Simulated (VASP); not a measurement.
# SiC (P6_3mc) in VASP: notebook

SiC is run at these levels: PBE; tasks: relaxation of the atoms.

Everything below comes from runs of VASP 6.6.1. Logs are shortened: lines on timing, memory, paths and dates and some standing lists are left out, and cuts for length are marked.

### 1 The cell of the first run

The structure is hexagonal, space group P6_3mc (No. 186). The conventional cell has a = 2.917 Å, b = 2.917 Å, c = 4.787 Å, α = 90.00°, β = 90.00°, γ = 120.00°. Si (site symmetry 3m) has 4 C at 1.79 to 1.80 Å within 2.4 Å. Within 2.4 Å of C (site symmetry 3m) lie 4 Si at 1.79 to 1.80 Å.

### 2 Relaxation of the atoms, PBE (volume 8.822 Å^3 an atom, c/a of the conventional cell 1.6410)

INCAR

```
  PREC = Accurate
  ENCUT = 520
  EDIFF = 1E-6
  ISMEAR = 0
  SIGMA = 0.05
  LREAL = F
  LASPH = T
  NELM = 100
  ALGO = Normal
  ISIF = 2
  LWAVE = F
  LCHARG = F
  GGA = PE
  IBRION = 2
  NSW = 50
  EDIFFG = -0.01
```

KPOINTS

```
regular mesh
0
Gamma
  12 12 6
```

POSCAR

```
SiC
1.0
    2.9174253689      0.0000000000      0.0000000000
   -1.4587126845      2.5265644831      0.0000000000
    0.0000000000      0.0000000000      4.7873689956
Si C
2 2
Direct
    0.3333333333      0.6666666667      0.0045639005
    0.6666666667      0.3333333333      0.5045639005
    0.3333333333      0.6666666667      0.3804360995
    0.6666666667      0.3333333333      0.8804360995
```

Potentials or basis: VASP PAW PBE potentials, release 64 (Si, C).

Run with:

```
> cat potpaw_PBE.64/Si/POTCAR potpaw_PBE.64/C/POTCAR > POTCAR
> mpirun -np 1 vasp_std > vasp.out
```

OUTCAR:

```text
PREC = Accurate
   ENCUT = 520
   EDIFF = 1E-6
   ISMEAR = 0
   LREAL = F
   LASPH = T
   NELM = 100
   ISIF = 2
   GGA = PE
   IBRION = 2
   NSW = 50
   EDIFFG = -0.01

 ion  position               nearest neighbor table
   1  0.333  0.667  0.005-   4 1.79   4 1.79   4 1.79   3 1.80   2 2.93   2 2.93   2 2.93   2 2.93
                             2 2.93   2 2.93
   2  0.667  0.333  0.505-   3 1.79   3 1.79   3 1.79   4 1.80   1 2.93   1 2.93   1 2.93   1 2.93
                             1 2.93   1 2.93
   3  0.333  0.667  0.380-   2 1.79   2 1.79   2 1.79   1 1.80
   4  0.667  0.333  0.880-   1 1.79   1 1.79   1 1.79   2 1.80

  LATTYP: Found a hexagonal cell.
 ALAT       =     2.9174253689
 C/A-ratio  =     1.6409567993

  Lattice vectors:

 A1 = (   2.9174253689,   0.0000000000,   0.0000000000)
 A2 = (  -1.4587126845,   2.5265644831,   0.0000000000)
 A3 = (   0.0000000000,   0.0000000000,   4.7873689956)

Analysis of symmetry for initial positions (statically):
=====================================================================
 Subroutine PRICEL returns:
 Original cell was already a primitive cell.

 Routine SETGRP: Setting up the symmetry group for a
 hexagonal supercell.

 Subroutine GETGRP returns: Found 12 space group operations
 (whereof  6 operations were pure point group operations)
 out of a pool of 24 trial point group operations.

The static configuration has the point symmetry C_3v.
 The point group associated with its full space group is C_6v.

Analysis of symmetry for dynamics (positions and initial velocities):
=====================================================================
 Subroutine PRICEL returns:
 Original cell was already a primitive cell.

 Routine SETGRP: Setting up the symmetry group for a
 hexagonal supercell.

 Subroutine GETGRP returns: Found 12 space group operations
 (whereof  6 operations were pure point group operations)
 out of a pool of 24 trial point group operations.

The dynamic configuration has the point symmetry C_3v.
 The point group associated with its full space group is C_6v.

 Subroutine INISYM returns: Found 12 space group operations
 (whereof  6 operations are pure point group operations),
 and found     1 'primitive' translations

----------------------------------------------------------------------------------------

                                     Primitive cell

  volume of cell :      35.2880

  direct lattice vectors                    reciprocal lattice vectors
     2.917425369  0.000000000  0.000000000     0.342767980  0.197897185  0.000000000
    -1.458712685  2.526564483  0.000000000     0.000000000  0.395794371  0.000000000
     0.000000000  0.000000000  4.787368996     0.000000000  0.000000000  0.208883000

  length of vectors
     2.917425369  2.917425369  4.787368996     0.395794371  0.395794371  0.208883000

  position of ions in fractional coordinates (direct lattice)
     0.333333333  0.666666667  0.004563901
     0.666666667  0.333333333  0.504563901
     0.333333333  0.666666667  0.380436100
     0.666666667  0.333333333  0.880436100

  ion indices of the primitive-cell ions
   primitive index   ion index
                 1           1
                 2           2
                 3           3
                 4           4

----------------------------------------------------------------------------------------

 KPOINTS: regular mesh

Automatic generation of k-mesh.
 Grid dimensions read from file:
 generate k-points for:   12   12    6

 Generating k-lattice:

  Cartesian coordinates                     Fractional coordinates (reciprocal lattice)
     0.028563998  0.016491432  0.000000000     0.083333333  0.000000000  0.000000000
     0.000000000  0.032982864  0.000000000     0.000000000  0.083333333  0.000000000
     0.000000000  0.000000000  0.034813833     0.000000000  0.000000000  0.166666667

  Length of vectors
     0.032982864  0.032982864  0.034813833

  Shift w.r.t. Gamma in fractional coordinates (k-lattice)
     0.000000000  0.000000000  0.000000000

 Subroutine IBZKPT returns following result:
 ===========================================

 Found     76 irreducible k-points:

 Following reciprocal coordinates:
            Coordinates               Weight
  0.000000  0.000000  0.000000      1.000000
  0.083333 -0.000000  0.000000      6.000000
  0.166667 -0.000000  0.000000      6.000000
  0.250000  0.000000  0.000000      6.000000
  0.333333  0.000000  0.000000      6.000000
  0.416667  0.000000  0.000000      6.000000
[... 16 lines left out ...]
  0.250000  0.000000  0.166667     12.000000
  0.333333  0.000000  0.166667     12.000000
 [... further k-points ...]
   k-points           NKPTS =     76   k-points in BZ     NKDIM =     76   number of bands    NBANDS=     12
   number of dos      NEDOS =    301   number of ions     NIONS =      4
   total plane-waves  NPLWV =  20736
   dimension x,y,z NGX =    24 NGY =   24 NGZ =   36
   dimension x,y,z NGXF=    48 NGYF=   48 NGZF=   72
   ions per type =               2   2
   NGX,Y,Z   is equivalent  to a cutoff of  13.68, 13.68, 12.50 a.u.
   NGXF,Y,Z  is equivalent  to a cutoff of  27.35, 27.35, 25.00 a.u.
 SYSTEM =  unknown system
   PREC   = accura    normal or accurate (medium, high low for compatibility)
   ISTART =      0    job   : 0-new  1-cont  2-samecut
   ICHARG =      2    charge: 1-file 2-atom 10-const
   ISPIN  =      1    spin polarized calculation?
   LNONCOLLINEAR =      F non collinear calculations
   LSORBIT =      F    spin-orbit coupling
   LASPH  =      T    aspherical Exc in radial PAW
   ENCUT  =  520.0 eV  38.22 Ry    6.18 a.u.   5.42  5.42  8.90*2*pi/ulx,y,z
   NELM   =    100;   NELMIN=  2; NELMDL= -5     # of ELM steps
   EDIFF  = 0.1E-05   stopping-criterion for ELM
   LREAL  =      F    real-space projection
   EDIFFG = -.1E-01   stopping-criterion for IOM
   NSW    =     50    number of steps for IOM
   IBRION =      2    ionic relax: 0-MD 1-quasi-New 2-CG
   NFREE  =      1    steps in history (QN), initial steepest desc. (CG)
   ISIF   =      2    stress and relaxation
   ISYM   =      2    0-nonsym 1-usesym 2-fastsym
   POTIM  = 0.5000    time-step for ionic-motion
   TEBEG  =    0.0;   TEEND  =   0.0 temperature during run
   PSTRESS=    0.0 pullay stress
   NELECT =      16.0000    total number of electrons
   NUPDOWN=      -1.0000    fix difference up-down
   EMIN   =  10.00;   EMAX   =-10.00  energy-range for DOS
   EFERMI =   0.00;   METHOD = LEGACY
   ISMEAR =     0;   SIGMA  =   0.05  broadening in eV -4-tet -1-fermi 0-gaus
   EFERMI_NEDOS =   21; number of points for ismear=-14 and -15
   IALGO  =     38    algorithm
   IMIX   =      4    mixing-type and parameters
     AMIX     =   0.40;   BMIX     =  1.00
     AMIX_MAG =   1.60;   BMIX_MAG =  1.00
  volume/ion in A,a.u.               =       8.82        59.53
  Fermi-wavevector in a.u.,A,eV,Ry     =   1.257687  2.376683 21.521368  1.581776
  Thomas-Fermi vector in A             =   2.391333
   LORBIT       =      0    0 simple, 1 ext, 2 COOP (PROOUT), +10 PAW based schemes
   GGA     = PE    functional components
   LHFCALC =     F    Hartree Fock is set to
   AEXX    =    0.0000 exact exchange contribution
   IVDW    =     0    specifies the selected vdW correction
   LEPSILON=     F    determine dielectric tensor
   LRPA    =     F    only Hartree local field effects (RPA)
 conjugate gradient relaxation of ions
 non-spin polarized calculation
 Gauss-broadening in eV      SIGMA  =   0.05
  energy-cutoff  :      520.00
  volume of cell :       35.29
 maximum number of plane-waves:       978
 NGX is ok and might be reduce to    24
   NGX = 11   NGY = 11   NGZ = 17

--------------------------------------- Ionic step        1  -------------------------------------------

 number of electron      16.0000002 magnetization

 Free energy of the ion-electron system (eV)
  ---------------------------------------------------
  ext. energy  EPLUGINS =         0.00000000
  ---------------------------------------------------
  free energy    TOTEN  =       -29.16234046 eV

  energy without entropy =      -29.16234046  energy(sigma->0) =      -29.16234046

------------------------ aborting loop because EDIFF is reached ----------------------------------------

  FORCE on cell =-STRESS in cart. coord.  units (eV):
  Direction    XX          YY          ZZ          XY          YZ          ZX
  --------------------------------------------------------------------------------------
  -------------------------------------------------------------------------------------
  Total       11.5463297     11.5463297     11.2330496     -0.0000000      0.0000000      0.0000000
  in kB      524.2367868    524.2367868    510.0129639     -0.0000000      0.0000000      0.0000000
  external PRESSURE =     519.4955125 kB  Pullay stress =       0.0000000 kB

 VOLUME and BASIS-vectors are now :
 -----------------------------------------------------------------------------
  energy-cutoff  :      520.00
  volume of cell :       35.29
      direct lattice vectors                 reciprocal lattice vectors
     2.917425369  0.000000000  0.000000000     0.342767980  0.197897185  0.000000000
    -1.458712685  2.526564483  0.000000000     0.000000000  0.395794371  0.000000000
     0.000000000  0.000000000  4.787368996     0.000000000  0.000000000  0.208883000
[... 39 lines left out ...]
 POSITION                                       TOTAL-FORCE (eV/Angst)
 -----------------------------------------------------------------------------------
     -0.00000      1.68438      0.02349         0.000000      0.000000     -0.050858
      1.45871      0.84219      2.41717        -0.000000     -0.000000     -0.050858
     -0.00000      1.68438      1.81965         0.000000     -0.000000      0.050858
      1.45871      0.84219      4.21334         0.000000     -0.000000      0.050858
 -----------------------------------------------------------------------------------
    total drift:                               -0.000000      0.000000      0.001145

  FREE ENERGIE OF THE ION-ELECTRON SYSTEM (eV)
  ---------------------------------------------------
  free  energy   TOTEN  =       -29.1622869680 eV

  energy  without entropy=      -29.1622869680  energy(sigma->0) =      -29.16228697

--------------------------------------- Ionic step        3  -------------------------------------------

 number of electron      16.0000002 magnetization

 Free energy of the ion-electron system (eV)
  ---------------------------------------------------
  ext. energy  EPLUGINS =         0.00000000
  ---------------------------------------------------
  free energy    TOTEN  =       -29.16238529 eV

  energy without entropy =      -29.16238529  energy(sigma->0) =      -29.16238529

 E-fermi :  10.3630     XC(G=0): -12.0571

 val. band max:       10.1670863670   @ k =   0.0000   0.0000   0.0000
 cond. band min:      12.1290030319   @ k =   0.3333   0.3333   0.0000
 fundamental gap:      1.9619166649
 Fermi energy:        10.3629780636

 k-point     1 :       0.0000    0.0000    0.0000
  band No.  band energies     occupation
      1      -6.7279      2.00000
      2      -2.5268      2.00000
      3       0.5000      2.00000
      4       8.7859      2.00000
      5       8.7859      2.00000
      6      10.0428      2.00000
      7      10.1671      2.00000
      8      10.1671      2.00000
      9      16.3714      0.00000
     10      17.8419      0.00000
     11      17.8419      0.00000
     12      18.0073      0.00000

 k-point     2 :       0.0833   -0.0000    0.0000
  band No.  band energies     occupation
      1      -6.5916      2.00000
      2      -2.4112      2.00000
      3       0.6312      2.00000
      4       8.0605      2.00000
      5       8.5407      2.00000
      6       9.7155      2.00000
      7       9.9701      2.00000
      8      10.1122      2.00000
      9      16.6623      0.00000
     10      17.4485      0.00000
     11      18.1462      0.00000
     12      18.3672      0.00000
[... 316 lines left out ...]
 k-point    24 :       0.3333    0.0000    0.1667
  band No.  band energies     occupation
      1      -4.4762      2.00000
      2      -1.4852      2.00000
      3       2.3393      2.00000
      4       3.8691      2.00000
      5       5.1355      2.00000
      6       7.0514      2.00000
      7       8.4308      2.00000
      8       9.0210      2.00000
      9      13.9624      0.00000
     10      14.9536      0.00000
     11      18.0439      0.00000
     12      18.8422      0.00000

 [... further k-points ...]
[... 5 lines left out ...]
  --------------------------------------------------------------------------------------
  -------------------------------------------------------------------------------------
  Total       11.5161571     11.5161571     11.2876009     -0.0000000      0.0000000      0.0000000
  in kB      522.8668632    522.8668632    512.4897506     -0.0000000      0.0000000      0.0000000
  external PRESSURE =     519.4078257 kB  Pullay stress =       0.0000000 kB

 VOLUME and BASIS-vectors are now :
 -----------------------------------------------------------------------------
  energy-cutoff  :      520.00
  volume of cell :       35.29
      direct lattice vectors                 reciprocal lattice vectors
     2.917425369  0.000000000  0.000000000     0.342767980  0.197897185  0.000000000
    -1.458712685  2.526564483  0.000000000     0.000000000  0.395794371  0.000000000
     0.000000000  0.000000000  4.787368996     0.000000000  0.000000000  0.208883000

 POSITION                                       TOTAL-FORCE (eV/Angst)
 -----------------------------------------------------------------------------------
     -0.00000      1.68438      0.02250        -0.000000      0.000000      0.000416
      1.45871      0.84219      2.41619         0.000000     -0.000000      0.000416
     -0.00000      1.68438      1.82063         0.000000     -0.000000     -0.000416
      1.45871      0.84219      4.21432        -0.000000      0.000000     -0.000416
 -----------------------------------------------------------------------------------
    total drift:                               -0.000000      0.000000     -0.000863

  FREE ENERGIE OF THE ION-ELECTRON SYSTEM (eV)
  ---------------------------------------------------
  free  energy   TOTEN  =       -29.1623852937 eV

  energy  without entropy=      -29.1623852937  energy(sigma->0) =      -29.16238529

 reached required accuracy - stopping structural energy minimisation
```

It took 46 s on 1 thread of Oxide Virtual Turin-like, shared host; peak memory 0.13 GiB.

Results:

* Free energy: -29.1624 eV
* Energy gained by relaxing: 0.0 meV/atom
* Ionic steps: 3
* Pressure after relaxing: 51.9 GPa
* Band gap on the k mesh: 1.96 eV, indirect (least direct gap 4.28 eV)

Stress tensor (GPa, compression positive):
```
52.29  0.00  0.00
 0.00 52.29  0.00
 0.00  0.00 51.25
```

Final structure:
```
CELL_PARAMETERS angstrom
2.91743 0.00000 0.00000
-1.45871 2.52656 0.00000
0.00000 0.00000 4.78737
ATOMIC_POSITIONS crystal
Si 0.33333 0.66667 0.00470
Si 0.66667 0.33333 0.50470
C 0.33333 0.66667 0.38030
C 0.66667 0.33333 0.88030
```

 A k mesh can miss the band edges.

### 3 Relaxation of the atoms, PBE (volume 9.662 Å^3 an atom, c/a of the conventional cell 1.7779)

INCAR

```
SYSTEM = SiC
ALGO = Normal
EDIFF = 1E-6
EDIFFG = -0.01
ENCUT = 520
GGA = PE
IBRION = 2
ISIF = 2
ISMEAR = 0
LASPH = .TRUE.
LCHARG = .FALSE.
LREAL = .FALSE.
LWAVE = .FALSE.
NELM = 80
NSW = 50
PREC = Accurate
SIGMA = 0.05
```

KPOINTS

```
k-points
0
G
  12 12 6
  0 0 0
```

POSCAR

```
SiC
1.0
    2.9279457180      0.0000000000      0.0000000000
   -1.4639728590      2.5356753727      0.0000000000
    0.0000000000      0.0000000000      5.2055946920
Si C
2 2
Direct
    0.3333333333      0.6666666667      0.0045639005
    0.6666666667      0.3333333333      0.5045639005
    0.3333333333      0.6666666667      0.3804360995
    0.6666666667      0.3333333333      0.8804360995
```

Potentials or basis: VASP PAW PBE potentials, release 64 (Si, C).

Run with:

```
> cat potpaw_PBE.64/Si/POTCAR potpaw_PBE.64/C/POTCAR > POTCAR
> mpirun -np 1 vasp_std > vasp.out
```

Wall time 2 min (1 thread of Oxide Virtual Turin-like, shared host); peak memory 0.14 GiB.

The run converged. Its results:

```yaml
Free_energy: -29.6098 eV
Energy_gained_by_relaxing: 10.6 meV/atom
Ionic_steps: 3
Pressure_after_relaxing: 21.5 GPa
Band_gap_on_the_k_mesh: 1.40 eV, indirect (least direct gap 4.27 eV)
```

Stress tensor (GPa, compression positive):
```
36.90  0.00  0.00
 0.00 36.90  0.00
 0.00  0.00 -9.22
```

Step by step:
| step | energy change (eV) | largest force (eV/Å) | pressure (GPa) |
| --- | --- | --- | --- |
| 1 | 0.0000 | 0.8487 | 23.34 |
| 2 | -0.0204 | 0.6807 | 20.62 |
| 3 | -0.0426 | 0.0011 | 21.52 |

Final structure:
```xyz
4
Lattice="2.9279 0.0000 0.0000 -1.4640 2.5357 0.0000 0.0000 0.0000 5.2056" Properties=species:S:1:pos:R:3 pbc="T T T"
Si    0.0000    1.6905    0.0480
Si    1.4640    0.8452    2.6508
C     0.0000    1.6905    1.9561
C     1.4640    0.8452    4.5589
```

Levels at points of the mesh, in eV from the valence-band top:
| k point | band 6 | band 7 | band 8 | band 9 | band 10 | band 11 |
| --- | --- | --- | --- | --- | --- | --- |
| (0.00, 0.00, 0.00) | -1.01 | 0.00 | 0.00 | 4.67 | 6.42 | 7.52 |
| (0.50, 0.00, 0.00) | -3.91 | -3.23 | -1.43 | 3.22 | 3.32 | 7.21 |
| (0.00, 0.00, 0.50) | -0.54 | -0.54 | -0.54 | 7.04 | 7.04 | 8.11 |
| (0.50, 0.00, 0.50) | -3.17 | -2.47 | -2.47 | 2.67 | 2.67 | 5.22 |

 A k mesh can miss the band edges.

### 4 Relaxation of the atoms, PBE (volume 9.662 Å^3 an atom, c/a of the conventional cell 1.6410)

INCAR

```
ALGO = Normal
EDIFF = 1E-7
EDIFFG = -0.01
ENCUT = 520
GGA = PE
IBRION = 2
ISIF = 2
ISMEAR = 0
LASPH = True
LCHARG = False
LREAL = False
LWAVE = False
NELM = 100
NSW = 50
PREC = Accurate
SIGMA = 0.05
```

KPOINTS

```
k-points
0
Gamma
  12 12 6
```

POSCAR

```
SiC
1.0
    3.0072284059      0.0000000000      0.0000000000
   -1.5036142029      2.6043361945      0.0000000000
    0.0000000000      0.0000000000      4.9347318997
Si C
2 2
Direct
    0.3333333333      0.6666666667      0.0045639005
    0.6666666667      0.3333333333      0.5045639005
    0.3333333333      0.6666666667      0.3804360995
    0.6666666667      0.3333333333      0.8804360995
```

Run with:

```
> cat potpaw_PBE.64/Si/POTCAR potpaw_PBE.64/C/POTCAR > POTCAR
> mpirun -np 1 vasp_std > vasp.out
```

Run time: 80 s. Hardware: 1 thread of Oxide Virtual Turin-like, shared host; peak memory 0.14 GiB.

Results (log left out):

* Free energy: -29.9052 eV
* Energy gained by relaxing: 0.0 meV/atom
* Ionic steps: 3
* Pressure after relaxing: 20.9 GPa
* Band gap on the k mesh: 2.15 eV, indirect (least direct gap 4.10 eV)

Stress tensor (GPa, compression positive):
```
20.97  0.00  0.00
 0.00 20.97  0.00
 0.00  0.00 20.63
```

Final structure:
```
CELL_PARAMETERS angstrom
3.00723 0.00000 0.00000
-1.50361 2.60434 0.00000
0.00000 0.00000 4.93473
ATOMIC_POSITIONS crystal
Si 0.33333 0.66667 0.00465
Si 0.66667 0.33333 0.50465
C 0.33333 0.66667 0.38035
C 0.66667 0.33333 0.88035
```

Levels at points of the mesh, in eV from the valence-band top:
| k point | band 6 | band 7 | band 8 | band 9 | band 10 | band 11 |
| --- | --- | --- | --- | --- | --- | --- |
| (0.00, 0.00, 0.00) | -0.12 | 0.00 | 0.00 | 5.38 | 6.92 | 7.08 |
| (0.50, 0.00, 0.00) | -3.49 | -3.46 | -1.21 | 2.89 | 4.29 | 7.39 |
| (0.00, 0.00, 0.50) | -0.73 | -0.73 | -0.73 | 6.48 | 6.48 | 7.72 |
| (0.50, 0.00, 0.50) | -2.54 | -2.40 | -2.40 | 3.42 | 3.42 | 5.56 |

 A k mesh can miss the band edges.

### 5 The runs side by side

| cell | gap on the mesh (eV) | pressure (GPa) |
| --- | --- | --- |
| atoms relaxed from a = 2.917, b = 2.917, c = 4.787 Å, angles 90.0, 90.0, 120.0°, 4 atoms | 1.96 | 51.9 |
| atoms relaxed from a = 2.928, b = 2.928, c = 5.206 Å, angles 90.0, 90.0, 120.0°, 4 atoms | 1.40 | 21.5 |
| atoms relaxed from a = 3.007, b = 3.007, c = 4.935 Å, angles 90.0, 90.0, 120.0°, 4 atoms | 2.15 | 20.9 |

Alike in all rows: task relaxation of the atoms; level PBE; potentials or basis VASP PAW PBE potentials, release 64 (Si, C); no spin polarisation; k mesh 12 × 12 × 6; cutoff (eV) 520; smearing gaussian 0.05 eV.

Total energies depend on the potentials used, so only differences within one code and one set of settings carry meaning.
